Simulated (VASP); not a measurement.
# SiC (P6_3mc) in VASP: a series of runs

The runs below take SiC through single point, with PBEsol.

All numbers are computed with VASP 6.6.1; they aren't measurements. Logs are shortened: lines on timing, memory, paths and dates and some standing lists are left out, and cuts for length are marked.

### Step 1. The cell of the first run

Symmetry: P6_3mc, No. 186, hexagonal system. The conventional cell has a = 3.014 Å, b = 3.014 Å, c = 5.070 Å, α = 90.00°, β = 90.00°, γ = 120.00°. Si (site symmetry 3m) has 4 C at 1.86 to 1.89 Å within 2.5 Å. C (site symmetry 3m) has 4 Si at 1.86 to 1.89 Å within 2.5 Å.

### Step 2. Single point, PBEsol (film at in-plane strain -0.02)

File INCAR:

```
PREC     = Accurate       # precision mode
ENCUT    = 520            # plane-wave cutoff, eV
EDIFF    = 1E-7           # SCF threshold, eV
ISMEAR   = 0              # smearing method
SIGMA    = 0.01           # smearing width, eV
LREAL    = False          # projectors in reciprocal space
LASPH    = True           # aspherical terms in the spheres
NELM     = 60             # most SCF steps
ALGO     = Normal         # electronic algorithm
ISIF     = 2              # what is computed and relaxed
LWAVE    = False          # write WAVECAR
LCHARG   = False          # write CHGCAR
GGA      = PS             # functional
NBANDS   = 16             # bands
```

File KPOINTS:

```
Automatic mesh
0
Gamma
  8 8 6
```

File POSCAR:

```
SiC
1.0
    3.0142565176      0.0000000000      0.0000000000
   -1.5071282588      2.6104227178      0.0000000000
    0.0000000000      0.0000000000      5.0703229843
Si C
2 2
Direct
    0.3333333333      0.6666666667      0.0060978797
    0.6666666667      0.3333333333      0.5060978797
    0.3333333333      0.6666666667      0.3789021203
    0.6666666667      0.3333333333      0.8789021203
```

Potentials or basis: VASP PAW PBE potentials, release 64 (Si, C).

The run is started by

```
$ cat potpaw_PBE.64/Si/POTCAR potpaw_PBE.64/C/POTCAR > POTCAR
$ mpirun -np 1 vasp_std > vasp.out
```

OUTCAR:

```text
PREC = Accurate
   ENCUT = 520
   EDIFF = 1E-7
   ISMEAR = 0
   LREAL = False
   LASPH = True
   NELM = 60
   ISIF = 2
   GGA = PS

 ion  position               nearest neighbor table
   1  0.333  0.667  0.006-   4 1.86   4 1.86   4 1.86   3 1.89   2 3.07   2 3.07   2 3.07   2 3.07
                             2 3.07   2 3.07
   2  0.667  0.333  0.506-   3 1.86   3 1.86   3 1.86   4 1.89   1 3.07   1 3.07   1 3.07   1 3.07
                             1 3.07   1 3.07
   3  0.333  0.667  0.379-   2 1.86   2 1.86   2 1.86   1 1.89
   4  0.667  0.333  0.879-   1 1.86   1 1.86   1 1.86   2 1.89

  LATTYP: Found a hexagonal cell.
 ALAT       =     3.0142565176
 C/A-ratio  =     1.6821139656

  Lattice vectors:

 A1 = (   3.0142565176,   0.0000000000,   0.0000000000)
 A2 = (  -1.5071282588,   2.6104227178,   0.0000000000)
 A3 = (   0.0000000000,   0.0000000000,   5.0703229843)

Analysis of symmetry for initial positions (statically):
=====================================================================
 Subroutine PRICEL returns:
 Original cell was already a primitive cell.

 Routine SETGRP: Setting up the symmetry group for a
 hexagonal supercell.

 Subroutine GETGRP returns: Found 12 space group operations
 (whereof  6 operations were pure point group operations)
 out of a pool of 24 trial point group operations.

The static configuration has the point symmetry C_3v.
 The point group associated with its full space group is C_6v.

Analysis of symmetry for dynamics (positions and initial velocities):
=====================================================================
 Subroutine PRICEL returns:
 Original cell was already a primitive cell.

 Routine SETGRP: Setting up the symmetry group for a
 hexagonal supercell.

 Subroutine GETGRP returns: Found 12 space group operations
 (whereof  6 operations were pure point group operations)
 out of a pool of 24 trial point group operations.

The dynamic configuration has the point symmetry C_3v.
 The point group associated with its full space group is C_6v.

 Subroutine INISYM returns: Found 12 space group operations
 (whereof  6 operations are pure point group operations),
 and found     1 'primitive' translations

----------------------------------------------------------------------------------------

                                     Primitive cell
[... 95 lines left out ...]
   EDIFF  = 0.1E-06   stopping-criterion for ELM
   LREAL  =      F    real-space projection
   EDIFFG = 0.1E-05   stopping-criterion for IOM
   NSW    =      0    number of steps for IOM
   IBRION =     -1    ionic relax: 0-MD 1-quasi-New 2-CG
   NFREE  =      0    steps in history (QN), initial steepest desc. (CG)
   ISIF   =      2    stress and relaxation
   ISYM   =      2    0-nonsym 1-usesym 2-fastsym
   POTIM  = 0.5000    time-step for ionic-motion
   TEBEG  =    0.0;   TEEND  =   0.0 temperature during run
   PSTRESS=    0.0 pullay stress
   NELECT =      16.0000    total number of electrons
   NUPDOWN=      -1.0000    fix difference up-down
   EMIN   =  10.00;   EMAX   =-10.00  energy-range for DOS
   EFERMI =   0.00;   METHOD = LEGACY
   ISMEAR =     0;   SIGMA  =   0.01  broadening in eV -4-tet -1-fermi 0-gaus
   EFERMI_NEDOS =   21; number of points for ismear=-14 and -15
   IALGO  =     38    algorithm
   IMIX   =      4    mixing-type and parameters
     AMIX     =   0.40;   BMIX     =  1.00
     AMIX_MAG =   1.60;   BMIX_MAG =  1.00
  volume/ion in A,a.u.               =       9.97        67.31
  Fermi-wavevector in a.u.,A,eV,Ry     =   1.207274  2.281418 19.830642  1.457511
  Thomas-Fermi vector in A             =   2.342917
   LORBIT       =      0    0 simple, 1 ext, 2 COOP (PROOUT), +10 PAW based schemes
   GGA     = PS    functional components
   LHFCALC =     F    Hartree Fock is set to
   AEXX    =    0.0000 exact exchange contribution
   IVDW    =     0    specifies the selected vdW correction
   LEPSILON=     F    determine dielectric tensor
   LRPA    =     F    only Hartree local field effects (RPA)
 non-spin polarized calculation
 Gauss-broadening in eV      SIGMA  =   0.01
  energy-cutoff  :      520.00
  volume of cell :       39.90
 maximum number of plane-waves:      1099
 NGX is ok and might be reduce to    24
   NGX = 11   NGY = 11   NGZ = 19

 number of electron      15.9999998 magnetization

 Free energy of the ion-electron system (eV)
  ---------------------------------------------------
  ext. energy  EPLUGINS =         0.00000000
  ---------------------------------------------------
  free energy    TOTEN  =       -31.75163656 eV

  energy without entropy =      -31.75163656  energy(sigma->0) =      -31.75163656

 E-fermi :   8.8242     XC(G=0): -11.6579

 val. band max:        8.7060420169   @ k =   0.0000   0.0000   0.0000
 cond. band min:      10.8161860437   @ k =   0.3750   0.2500   0.0000
 fundamental gap:      2.1101440268
 Fermi energy:         8.8241909218

 k-point     1 :       0.0000    0.0000    0.0000
  band No.  band energies     occupation
      1      -7.2565      2.00000
      2      -3.6993      2.00000
      3      -0.4397      2.00000
      4       7.4772      2.00000
      5       7.4772      2.00000
      6       8.3102      2.00000
[... 433 lines left out ...]
      3       0.9513      2.00000
      4       2.1960      2.00000
      5       4.3300      2.00000
      6       5.9790      2.00000
[... 8 lines left out ...]
     15      20.5618      0.00000
     16      20.8944      0.00000

 [... further k-points ...]

------------------------ aborting loop because EDIFF is reached ----------------------------------------

  FORCE on cell =-STRESS in cart. coord.  units (eV):
  Direction    XX          YY          ZZ          XY          YZ          ZX
  --------------------------------------------------------------------------------------
  -------------------------------------------------------------------------------------
  Total        3.3640386      3.3640386      0.0699197      0.0000000      0.0000000      0.0000000
  in kB      135.0967428    135.0967428      2.8079125      0.0000000      0.0000000      0.0000000
  external PRESSURE =      91.0004660 kB  Pullay stress =       0.0000000 kB

 VOLUME and BASIS-vectors are now :
 -----------------------------------------------------------------------------
  energy-cutoff  :      520.00
  volume of cell :       39.90
      direct lattice vectors                 reciprocal lattice vectors
     3.014256518  0.000000000  0.000000000     0.331756768  0.191539859  0.000000000
    -1.507128259  2.610422718  0.000000000     0.000000000  0.383079719  0.000000000
     0.000000000  0.000000000  5.070322984     0.000000000  0.000000000  0.197226094

 POSITION                                       TOTAL-FORCE (eV/Angst)
 -----------------------------------------------------------------------------------
     -0.00000      1.74028      0.03092        -0.000000     -0.000000      0.003455
      1.50713      0.87014      2.56608         0.000000      0.000000      0.003455
     -0.00000      1.74028      1.92116         0.000000     -0.000000     -0.003455
      1.50713      0.87014      4.45632        -0.000000      0.000000     -0.003455
 -----------------------------------------------------------------------------------
    total drift:                               -0.000000      0.000000     -0.000279

  FREE ENERGIE OF THE ION-ELECTRON SYSTEM (eV)
  ---------------------------------------------------
  free  energy   TOTEN  =       -31.7516365555 eV

  energy  without entropy=      -31.7516365555  energy(sigma->0) =      -31.75163656
```

OSZICAR:

```text
N       E                     dE             d eps       ncg     rms          rms(c)
DAV:   1     0.219489609185E+02    0.21949E+02   -0.72455E+03  1280   0.903E+02
DAV:   2    -0.332180297416E+02   -0.55167E+02   -0.50632E+02  1816   0.158E+02
DAV:   3    -0.355566654129E+02   -0.23386E+01   -0.23285E+01  1696   0.296E+01
DAV:   4    -0.355728419599E+02   -0.16177E-01   -0.16175E-01  1568   0.303E+00
DAV:   5    -0.355729878258E+02   -0.14587E-03   -0.14586E-03  1648   0.272E-01    0.129E+01
DAV:   6    -0.319070857690E+02    0.36659E+01   -0.61788E+00  1608   0.153E+01    0.600E+00
DAV:   7    -0.317844496786E+02    0.12264E+00   -0.11633E+00  1824   0.627E+00    0.249E+00
DAV:   8    -0.317552195485E+02    0.29230E-01   -0.60321E-02  1520   0.148E+00    0.618E-01
DAV:   9    -0.317515062093E+02    0.37133E-02   -0.74244E-03  1656   0.583E-01    0.112E-01
DAV:  10    -0.317516310140E+02   -0.12480E-03   -0.66559E-04  1496   0.156E-01    0.524E-02
DAV:  11    -0.317516368100E+02   -0.57959E-05   -0.28780E-05  1728   0.406E-02    0.129E-02
DAV:  12    -0.317516365349E+02    0.27511E-06   -0.27054E-06  1520   0.107E-02    0.472E-03
DAV:  13    -0.317516365555E+02   -0.20643E-07   -0.86678E-07  1696   0.566E-03
   1 F= -.31751637E+02 E0= -.31751637E+02  d E =-.698285E-65
```

stdout:

```text
POSCAR found type information on POSCAR SiC
 POSCAR found :  2 types and       4 ions
 scaLAPACK will be used
 -----------------------------------------------------------------------------
|                                                                             |
|                                                                             |
|     You enforced a specific xc type in the INCAR file but a different       |
|     I HOPE YOU KNOW WHAT YOU ARE DOING!                                     |
|                                                                             |
 -----------------------------------------------------------------------------

 LDA part: xc-table for (Slater+PW92), standard interpolation
 POSCAR, INCAR and KPOINTS ok, starting setup
 FFT: planning ... GRIDC
 FFT: planning ... GRID_SOFT
 FFT: planning ... GRID
 WAVECAR not read
 entering main loop
```

It took 16 s on 1 thread of Intel Xeon 6975P-C, shared host; peak memory 0.16 GiB.

What came out:

```yaml
Free_energy: -31.7516 eV
Pressure: 9.1 GPa
Largest_force: 0.003 eV/Å
Band_gap_on_the_k_mesh: 2.11 eV, indirect (least direct gap 4.11 eV)
```

Forces on the atoms (eV/Å):
```
Si   0.000  0.000  0.003
Si   0.000  0.000  0.003
C    0.000  0.000 -0.003
C    0.000  0.000 -0.003
```

Levels at points of the mesh, in eV from the valence-band top:
```tsv
k point	band 5	band 6	band 7	band 8	band 9	band 10	band 11	band 12
(0.00, 0.00, 0.00)	-1.23	-0.40	0.00	0.00	5.37	5.95	6.95	6.95
(0.50, 0.00, 0.00)	-5.69	-3.56	-3.34	-1.28	2.83	3.88	7.03	7.15
(0.00, 0.00, 0.50)	-0.66	-0.66	-0.66	-0.66	6.35	6.35	7.59	7.59
(0.50, 0.00, 0.50)	-2.61	-2.61	-2.49	-2.49	3.07	3.07	5.19	5.19
```

Caveat: the cell differs from its parent crystal (film at in-plane strain -0.02); the PAW data sets were made with another functional, which shifts forces and pressure a little.

### Step 3. Single point, PBEsol

This run uses another cell than the first one, of 10.34 Å³/atom, 1.037 times its volume.

File INCAR:

```
SYSTEM = SiC
  ALGO = Normal
  EDIFF = 1E-7
  ENCUT = 520
  GGA = PS
  ISIF = 2
  ISMEAR = 0
  LASPH = .True.
  LCHARG = .True.
  LELF = .True.
  LREAL = .False.
  LVHAR = .True.
  LWAVE = .False.
  NBANDS = 16
  NELM = 60
  PREC = Accurate
  SIGMA = 0.01
```

File KPOINTS:

```
k-points
0
Gamma
  8 8 6
  0 0 0
```

File POSCAR:

```
SiC
1.0
    3.0757719568      0.0000000000      0.0000000000
   -1.5378859784      2.6636966508      0.0000000000
    0.0000000000      0.0000000000      5.0475313053
Si C
2 2
Direct
    0.3333333333      0.6666666667      0.0045931152
    0.6666666667      0.3333333333      0.5045931152
    0.3333333333      0.6666666667      0.3804068848
    0.6666666667      0.3333333333      0.8804068848
```

Potentials or basis: VASP PAW PBE potentials, release 64 (Si, C).

The run is started by

```
$ cat potpaw_PBE.64/Si/POTCAR potpaw_PBE.64/C/POTCAR > POTCAR
$ mpirun -np 1 vasp_std > vasp.out
```

Run time: 19 s. Hardware: 1 thread of Intel Xeon 6975P-C, shared host; peak memory 0.16 GiB.

Results (log left out):

| Item | Value |
| --- | --- |
| Free energy | -31.8209 eV |
| Pressure | 0.4 GPa |
| Band gap on the k mesh | 2.37 eV, indirect (least direct gap 3.85 eV) |

Levels at points of the mesh, in eV from the valence-band top:
| k point | band 4 | band 5 | band 6 | band 7 | band 8 | band 9 | band 10 | band 11 | band 12 | band 13 |
| --- | --- | --- | --- | --- | --- | --- | --- | --- | --- | --- |
| (0.00, 0.00, 0.00) | -1.32 | -1.32 | -0.11 | 0.00 | 0.00 | 4.74 | 6.15 | 6.59 | 6.59 | 7.68 |
| (0.50, 0.00, 0.00) | -6.31 | -5.48 | -3.34 | -3.34 | -1.20 | 2.65 | 4.12 | 6.80 | 7.04 | 9.99 |
| (0.00, 0.00, 0.50) | -4.46 | -0.71 | -0.71 | -0.71 | -0.71 | 5.83 | 5.83 | 7.27 | 7.27 | 7.27 |
| (0.50, 0.00, 0.50) | -8.32 | -2.46 | -2.46 | -2.34 | -2.34 | 3.17 | 3.17 | 5.16 | 5.16 | 10.30 |

Caveat: the PAW data sets were made with another functional, which shifts forces and pressure a little. A k mesh can miss the band edges.

### Step 4. Single point, PBEsol (in-plane strain -0.01, then relaxed in part)

File INCAR:

```
SYSTEM = SiC
PREC = Accurate ; ENCUT = 520
EDIFF = 1E-6 ; ISMEAR = 0
SIGMA = 0.01 ; LREAL = .False.
LASPH = .True. ; NELM = 100
ALGO = Normal ; ISIF = 2
LWAVE = .False. ; LCHARG = .False.
GGA = PS ; NBANDS = 16
```

File KPOINTS:

```
regular mesh
0
Gamma
  8 8 6
  0 0 0
```

File POSCAR:

```
SiC
1.0
    3.0450142372      0.0000000000      0.0000000000
   -1.5225071186      2.6370596843      0.0000000000
    0.0000000000      0.0000000000      5.0583781338
Si C
2 2
Direct
    0.3333333333      0.6666666667      0.0052983551
    0.6666666667      0.3333333333      0.5052983551
    0.3333333333      0.6666666667      0.3797016449
    0.6666666667      0.3333333333      0.8797016449
```

The run is started by

```
$ cat potpaw_PBE.64/Si/POTCAR potpaw_PBE.64/C/POTCAR > POTCAR
$ mpirun -np 1 vasp_std > vasp.out
```

Wall time 16 s (1 thread of Intel Xeon 6975P-C, shared host); peak memory 0.16 GiB.

It converged, with:

```
Free energy            : -31.8029 eV
Pressure               : 4.6 GPa
Largest force          : 0.004 eV/Å
Band gap on the k mesh : 2.25 eV, indirect (least direct gap 3.98 eV)
```

Forces on the atoms (eV/Å):
```
Si   0.000  0.000  0.004
Si   0.000  0.000  0.004
C    0.000  0.000 -0.004
C    0.000  0.000 -0.004
```

Stress tensor (GPa, compression positive):
```
6.70 0.00 0.00
0.00 6.70 0.00
0.00 0.00 0.35
```

Levels at points of the mesh, in eV from the valence-band top:
```
           k point  band 4  band 5  band 6  band 7  band 8  band 9  band 10  band 11  band 12  band 13
(0.00, 0.00, 0.00)   -1.28   -1.28   -0.24    0.00    0.00    5.06     6.09     6.77     6.77     7.81
(0.50, 0.00, 0.00)   -6.45   -5.58   -3.45   -3.34   -1.24    2.74     4.01     6.92     7.10     9.90
(0.00, 0.00, 0.50)   -4.65   -0.69   -0.69   -0.69   -0.69    6.09     6.09     7.43     7.43     7.43
(0.50, 0.00, 0.50)   -8.43   -2.47   -2.47   -2.47   -2.47    3.13     3.13     5.17     5.17    10.35
```

Caveat: the cell differs from its parent crystal (in-plane strain -0.01, then relaxed in part); the PAW data sets were made with another functional, which shifts forces and pressure a little. A k mesh can miss the band edges.

[end of part 1 of 3]
